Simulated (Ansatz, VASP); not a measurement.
**BN: VASP beside Ansatz**

```
N B
1.0
     0.00000    1.81300    1.81300
     1.81300    0.00000    1.81300
     1.81300    1.81300    0.00000
N B
1 1
Direct
  0.25000 0.25000 0.25000
  0.00000 0.00000 0.00000
```

Alike in both runs: task single point; functional PBE; k mesh 6 × 6 × 6; occupations fermi-dirac, width 0.02 eV; no spin polarisation.

|  | VASP | Ansatz |
| --- | --- | --- |
| version | VASP 6.6.1 | Ansatz 0.2.0 |
| potentials or method | VASP PAW PBE potentials, release 64 (N, B), cutoff 600 eV | all-electron LAPW, scalar-relativistic |

Ansatz gave:

- gap on the k mesh at the Fermi level (eV): 4.46
- least direct gap on the mesh (eV): 8.78
- pressure (GPa): -0.4

Estimate VASP's values.

gap on the k mesh at the Fermi level (eV): 4.45; least direct gap on the mesh (eV): 8.77; pressure (GPa): -0.4.

Ansatz ran all-electron here, and VASP with PAW potentials.

The k mesh is coarse, so the values compare programs but aren't converged.
